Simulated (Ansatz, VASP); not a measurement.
Gd in VASP and in Ansatz

```
Gd
1.0
     3.48415    0.00000    0.00000
    -1.74208    3.01737    0.00000
     0.00000    0.00000    5.58672
Gd
2
Direct
  0.33333 0.66667 0.25000
  0.66667 0.33333 0.75000
```

Alike in both runs: task single point; functional LDA; k mesh 10 × 10 × 6; occupations methfessel-paxton of order 1, width 0.1 eV; collinear spin.

```csv
,VASP,Ansatz
version,VASP 6.6.1,Ansatz 0.2.0
potentials or method,"VASP PAW PBE potentials, release 64 (Gd), cutoff 520 eV","plane waves (420 eV) with PAW, scalar-relativistic"
valence electrons in the cell,36,36
```

|  | VASP | Ansatz | Ansatz less VASP |
| --- | --- | --- | --- |
| pressure (GPa) | -0.1 | 0.0 | +0.07 |
| traceless stress, the component that is largest in VASP (GPa) | 0.09 | 0.01 | -0.084 |
| net moment per atom (μB) | 7.34 | 7.46 | +0.126 |
| size of the moment on the site where the two differ most (μB) | 6.90 | 7.24 | +0.341 |

The net moments are unlike, so the other rows may belong to different states. VASP's potentials were made for PBE, not for LDA, and Ansatz warns of the same on its side. LDA's correlation is that of Perdew and Zunger in VASP and of Perdew and Wang (1992) in Ansatz. Site moments also hang on the region over which each program counts them. Ansatz's warnings: stability check not made.

Spin-orbit coupling is off throughout.
